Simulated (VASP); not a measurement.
# LiZn (Fd-3m) in VASP: further runs

The runs below take LiZn through electric field gradients, with LDA.

Program: VASP 6.6.1. These are calculated values, not measurements. Logs are shortened: lines on timing, memory, paths and dates and some standing lists are left out, and cuts for length are marked.

## (1) The cell of the first run

The structure is cubic, space group Fd-3m (No. 227). The conventional cell has a = 6.344 Å, b = 6.344 Å, c = 6.344 Å, α = 90.00°, β = 90.00°, γ = 90.00°. Li (site symmetry -43m) has 4 Li at 2.75 Å and 10 Zn at 2.75 to 3.17 Å within 3.6 Å. Zn (site symmetry -43m) has 10 Li at 2.75 to 3.17 Å and 4 Zn at 2.75 Å within 3.6 Å.

## (2) Electric field gradients, LDA (15.96 Å³/atom)

The input, INCAR:

```
SYSTEM = LiZn
  PREC = Accurate
  ENCUT = 520
  EDIFF = 1E-8
  ISMEAR = -1
  SIGMA = 0.08
  LREAL = .FALSE.
  LASPH = .TRUE.
  NELM = 80
  ALGO = Normal
  ISIF = 2
  LWAVE = .FALSE.
  LCHARG = .FALSE.
  LEFG = .TRUE.
  NBANDS = 23
```

The input, KPOINTS:

```
regular mesh
0
G
  9 9 9
  0 0 0
```

The input, POSCAR:

```
LiZn
1.0
    0.0000000000      3.1720154906      3.1720154906
    3.1720154906      0.0000000000      3.1720154906
    3.1720154906      3.1720154906      0.0000000000
Li Zn
2 2
Direct
    0.5000000000      0.5000000000      0.5000000000
    0.7500000000      0.7500000000      0.7500000000
    0.0000000000      0.0000000000      0.0000000000
    0.2500000000      0.2500000000      0.2500000000
```

Potentials or basis: VASP PAW LDA potentials, release 64 (Li_sv, Zn).

Started as:

```
> cat potpaw_LDA.64/Li_sv/POTCAR potpaw_LDA.64/Zn/POTCAR > POTCAR
> mpirun -np 1 vasp_std > vasp.out
```

OUTCAR:

```text
SYSTEM = LiZn
   PREC = Accurate
   ENCUT = 520
   EDIFF = 1E-8
   ISMEAR = -1
   LREAL = .FALSE.
   LASPH = .TRUE.
   NELM = 80
   ISIF = 2

 ion  position               nearest neighbor table
   1  0.500  0.500  0.500-   4 2.75   4 2.75   4 2.75   4 2.75
   2  0.750  0.750  0.750-   3 2.75   3 2.75   3 2.75   3 2.75
   3  0.000  0.000  0.000-   2 2.75   4 2.75   2 2.75   2 2.75   2 2.75   4 2.75   4 2.75   4 2.75

   4  0.250  0.250  0.250-   1 2.75   3 2.75   3 2.75   3 2.75   3 2.75   1 2.75   1 2.75   1 2.75

  LATTYP: Found a face centered cubic cell.
 ALAT       =     6.3440309812

  Lattice vectors:

 A1 = (   0.0000000000,   3.1720154906,   3.1720154906)
 A2 = (   3.1720154906,   0.0000000000,   3.1720154906)
 A3 = (   3.1720154906,   3.1720154906,   0.0000000000)

Analysis of symmetry for initial positions (statically):
=====================================================================
 Subroutine PRICEL returns:
 Original cell was already a primitive cell.

 Routine SETGRP: Setting up the symmetry group for a
 face centered cubic supercell.

 Subroutine GETGRP returns: Found 48 space group operations
 (whereof 24 operations were pure point group operations)
 out of a pool of 48 trial point group operations.

The static configuration has the point symmetry T_d .
 The point group associated with its full space group is O_h .

Analysis of symmetry for dynamics (positions and initial velocities):
=====================================================================
 Subroutine PRICEL returns:
 Original cell was already a primitive cell.

 Routine SETGRP: Setting up the symmetry group for a
 face centered cubic supercell.

 Subroutine GETGRP returns: Found 48 space group operations
 (whereof 24 operations were pure point group operations)
 out of a pool of 48 trial point group operations.

The dynamic configuration has the point symmetry T_d .
 The point group associated with its full space group is O_h .

 Subroutine INISYM returns: Found 48 space group operations
 (whereof 24 operations are pure point group operations),
 and found     1 'primitive' translations

----------------------------------------------------------------------------------------

                                     Primitive cell

  volume of cell :      63.8316

  direct lattice vectors                    reciprocal lattice vectors
     0.000000000  3.172015491  3.172015491    -0.157628486  0.157628486  0.157628486
     3.172015491  0.000000000  3.172015491     0.157628486 -0.157628486  0.157628486
     3.172015491  3.172015491  0.000000000     0.157628486  0.157628486 -0.157628486

  length of vectors
     4.485907327  4.485907327  4.485907327     0.273020547  0.273020547  0.273020547

  position of ions in fractional coordinates (direct lattice)
     0.500000000  0.500000000  0.500000000
     0.750000000  0.750000000  0.750000000
     0.000000000  0.000000000  0.000000000
     0.250000000  0.250000000  0.250000000

  ion indices of the primitive-cell ions
   primitive index   ion index
                 1           1
                 2           2
                 3           3
                 4           4

----------------------------------------------------------------------------------------

 KPOINTS: regular mesh

Automatic generation of k-mesh.
 Grid dimensions read from file:
 generate k-points for:    9    9    9

 Generating k-lattice:

  Cartesian coordinates                     Fractional coordinates (reciprocal lattice)
    -0.017514276  0.017514276  0.017514276     0.111111111  0.000000000  0.000000000
     0.017514276 -0.017514276  0.017514276     0.000000000  0.111111111  0.000000000
     0.017514276  0.017514276 -0.017514276     0.000000000  0.000000000  0.111111111

  Length of vectors
     0.030335616  0.030335616  0.030335616

  Shift w.r.t. Gamma in fractional coordinates (k-lattice)
     0.000000000  0.000000000  0.000000000

 Subroutine IBZKPT returns following result:
 ===========================================

 Found     35 irreducible k-points:

 Following reciprocal coordinates:
            Coordinates               Weight
  0.000000  0.000000  0.000000      1.000000
  0.111111  0.000000  0.000000      8.000000
  0.222222  0.000000  0.000000      8.000000
  0.333333  0.000000  0.000000      8.000000
  0.444444  0.000000  0.000000      8.000000
  0.111111  0.111111  0.000000      6.000000
[... 16 lines left out ...]
 -0.333333  0.333333  0.000000     12.000000
  0.444444  0.444444  0.000000      6.000000
 [... further k-points ...]
   k-points           NKPTS =     35   k-points in BZ     NKDIM =     35   number of bands    NBANDS=     23
   number of dos      NEDOS =    301   number of ions     NIONS =      4
   total plane-waves  NPLWV =  46656
   dimension x,y,z NGX =    36 NGY =   36 NGZ =   36
   dimension x,y,z NGXF=    72 NGYF=   72 NGZF=   72
   ions per type =               2   2
   NGX,Y,Z   is equivalent  to a cutoff of  13.34, 13.34, 13.34 a.u.
   NGXF,Y,Z  is equivalent  to a cutoff of  26.68, 26.68, 26.68 a.u.
 SYSTEM =  LiZn
   PREC   = accura    normal or accurate (medium, high low for compatibility)
   ISTART =      0    job   : 0-new  1-cont  2-samecut
   ICHARG =      2    charge: 1-file 2-atom 10-const
   ISPIN  =      1    spin polarized calculation?
   LNONCOLLINEAR =      F non collinear calculations
   LSORBIT =      F    spin-orbit coupling
   LASPH  =      T    aspherical Exc in radial PAW
   ENCUT  =  520.0 eV  38.22 Ry    6.18 a.u.   8.34  8.34  8.34*2*pi/ulx,y,z
   NELM   =     80;   NELMIN=  2; NELMDL= -5     # of ELM steps
   EDIFF  = 0.1E-07   stopping-criterion for ELM
   LREAL  =      F    real-space projection
   EDIFFG = 0.1E-06   stopping-criterion for IOM
   NSW    =      0    number of steps for IOM
   IBRION =     -1    ionic relax: 0-MD 1-quasi-New 2-CG
   NFREE  =      0    steps in history (QN), initial steepest desc. (CG)
   ISIF   =      2    stress and relaxation
   ISYM   =      2    0-nonsym 1-usesym 2-fastsym
   POTIM  = 0.5000    time-step for ionic-motion
   TEBEG  =    0.0;   TEEND  =   0.0 temperature during run
   PSTRESS=    0.0 pullay stress
   NELECT =      30.0000    total number of electrons
   NUPDOWN=      -1.0000    fix difference up-down
   EMIN   =  10.00;   EMAX   =-10.00  energy-range for DOS
   EFERMI =   0.00;   METHOD = LEGACY
   ISMEAR =    -1;   SIGMA  =   0.08  broadening in eV -4-tet -1-fermi 0-gaus
   EFERMI_NEDOS =   21; number of points for ismear=-14 and -15
   IALGO  =     38    algorithm
   IMIX   =      4    mixing-type and parameters
     AMIX     =   0.40;   BMIX     =  1.00
     AMIX_MAG =   1.60;   BMIX_MAG =  1.00
  volume/ion in A,a.u.               =      15.96       107.69
  Fermi-wavevector in a.u.,A,eV,Ry     =   1.272829  2.405297 22.042701  1.620093
  Thomas-Fermi vector in A             =   2.405686
   LORBIT       =      0    0 simple, 1 ext, 2 COOP (PROOUT), +10 PAW based schemes
   GGA     = CA    functional components
   LHFCALC =     F    Hartree Fock is set to
   AEXX    =    0.0000 exact exchange contribution
   IVDW    =     0    specifies the selected vdW correction
   LEPSILON=     F    determine dielectric tensor
   LRPA    =     F    only Hartree local field effects (RPA)
 non-spin polarized calculation
  energy-cutoff  :      520.00
  volume of cell :       63.83
 maximum number of plane-waves:      1759
 NGX is ok and might be reduce to    36
   NGX = 17   NGY = 17   NGZ = 17

 number of electron      29.9999966 magnetization

 Free energy of the ion-electron system (eV)
  ---------------------------------------------------
  ext. energy  EPLUGINS =         0.00000000
  ---------------------------------------------------
  free energy    TOTEN  =        -8.52769752 eV

  energy without entropy =       -8.50306658  energy(sigma->0) =       -8.51538205

 E-fermi :   1.5898     XC(G=0):  -9.7427

 val. band max:        1.5583962796   @ k =   0.3333   0.2222   0.1111
 cond. band min:       1.6230113659   @ k =   0.2222   0.1111   0.0000
 fundamental gap:      0.0646150863
 Fermi energy:         1.5898441661

 k-point     1 :       0.0000    0.0000    0.0000
  band No.  band energies     occupation
      1     -43.6101      2.00000
      2     -43.5665      2.00000
      3      -5.7227      2.00000
      4      -5.6756      2.00000
      5      -5.6756      2.00000
      6      -5.6756      2.00000
[... 15 lines left out ...]
     22       7.3595      0.00000
     23       7.3595      0.00000

 k-point     2 :       0.1111    0.0000    0.0000
  band No.  band energies     occupation
      1     -43.6090      2.00000
      2     -43.5675      2.00000
      3      -5.7005      2.00000
      4      -5.7005      2.00000
      5      -5.6750      2.00000
      6      -5.6397      2.00000
[... 15 lines left out ...]
     22       7.1422      0.00000
     23       7.6909      0.00000

 k-point     3 :       0.2222    0.0000    0.0000
  band No.  band energies     occupation
      1     -43.6063      2.00000
      2     -43.5701      2.00000
      3      -5.7151      2.00000
      4      -5.7151      2.00000
      5      -5.6689      2.00000
      6      -5.5972      2.00000
[... 15 lines left out ...]
     22       7.7357      0.00000
     23       9.0076      0.00000
[... 495 lines left out ...]
 k-point    23 :      -0.3333    0.3333    0.0000
  band No.  band energies     occupation
      1     -43.5934      2.00000
      2     -43.5826      2.00000
      3      -5.7574      2.00000
      4      -5.7191      2.00000
      5      -5.6569      2.00000
      6      -5.5325      2.00000
[... 15 lines left out ...]
     22      10.0460      0.00000
     23      10.7398      0.00000

 k-point    24 :       0.4444    0.4444    0.0000
  band No.  band energies     occupation
      1     -43.5918      2.00000
      2     -43.5843      2.00000
      3      -5.7219      2.00000
      4      -5.6890      2.00000
      5      -5.6890      2.00000
      6      -5.6570      2.00000
[... 15 lines left out ...]
     22      12.1385      0.00000
     23      12.8914      0.00000

 [... further k-points ...]

------------------------ aborting loop because EDIFF is reached ----------------------------------------

  FORCE on cell =-STRESS in cart. coord.  units (eV):
  Direction    XX          YY          ZZ          XY          YZ          ZX
  --------------------------------------------------------------------------------------
  -------------------------------------------------------------------------------------
  Total       -2.7808349     -2.7808349     -2.7808349      0.0000000      0.0000000      0.0000000
  in kB      -69.7991101    -69.7991101    -69.7991101      0.0000000      0.0000000      0.0000000
  external PRESSURE =     -69.7991101 kB  Pullay stress =       0.0000000 kB

 VOLUME and BASIS-vectors are now :
 -----------------------------------------------------------------------------
  energy-cutoff  :      520.00
  volume of cell :       63.83
      direct lattice vectors                 reciprocal lattice vectors
     0.000000000  3.172015491  3.172015491    -0.157628486  0.157628486  0.157628486
     3.172015491  0.000000000  3.172015491     0.157628486 -0.157628486  0.157628486
     3.172015491  3.172015491  0.000000000     0.157628486  0.157628486 -0.157628486

 POSITION                                       TOTAL-FORCE (eV/Angst)
 -----------------------------------------------------------------------------------
      3.17202      3.17202      3.17202        -0.000000     -0.000000     -0.000000
      4.75802      4.75802      4.75802         0.000000      0.000000      0.000000
      0.00000      0.00000      0.00000        -0.000000     -0.000000      0.000000
      1.58601      1.58601      1.58601         0.000000      0.000000      0.000000
 -----------------------------------------------------------------------------------
    total drift:                                0.000000      0.000000      0.000000

  FREE ENERGIE OF THE ION-ELECTRON SYSTEM (eV)
  ---------------------------------------------------
  free  energy   TOTEN  =        -8.5276975186 eV

  energy  without entropy=       -8.5030665768  energy(sigma->0) =       -8.51538205

 Electric field gradients (V/A^2)
---------------------------------------------------------------------
 ion       V_xx      V_yy      V_zz      V_xy      V_xz      V_yz
---------------------------------------------------------------------
   1      -0.000    -0.000     0.000    -0.004    -0.004    -0.004
   2      -0.000    -0.000     0.000    -0.004    -0.004    -0.004
   3      -0.000     0.000    -0.000    -0.002    -0.002    -0.002
   4      -0.000     0.000    -0.000    -0.002    -0.002    -0.002
---------------------------------------------------------------------

 Electric field gradients after diagonalization (V/A^2)
 (convention: |V_zz| > |V_xx| > |V_yy|)
----------------------------------------------------------------------
 ion       V_xx      V_yy      V_zz     asymmetry (V_yy - V_xx)/ V_zz
----------------------------------------------------------------------
   1       0.004     0.004    -0.007       0.000
   2       0.004     0.004    -0.007       0.000
   3       0.002     0.002    -0.004       0.000
   4       0.002     0.002    -0.004       0.000
----------------------------------------------------------------------

           NMR quadrupolar parameters

 Cq : quadrupolar parameter    Cq=e*Q*V_zz/h
 eta: asymmetry parameters     (V_yy - V_xx)/ V_zz
 Q  : nuclear electric quadrupole moment in mb (millibarn)
----------------------------------------------------------------------
 ion       Cq(MHz)       eta       Q (mb)
----------------------------------------------------------------------
   1      -0.000       0.000       1.000
   2      -0.000       0.000       1.000
   3      -0.000       0.000       1.000
   4      -0.000       0.000       1.000
----------------------------------------------------------------------
```

Wall time 51 s (1 thread of Intel Xeon Platinum 8375C at 2.90GHz (Ice Lake), shared host); peak memory 0.19 GiB.

Results:

| Quantity | Value |
| --- | --- |
| Free energy | -8.5277 eV |
| Band gap on the k mesh | zero (bands 15 and 16 overlap by 4.29 eV) |
| Largest electric field gradient by atom | zero within the noise of the run |

Caveat: the cutoff is under 1.25 times the usual one of these potentials, so pressure, stress and relaxed cells hold a basis-set (Pulay) error.

[end of part 1 of 2]
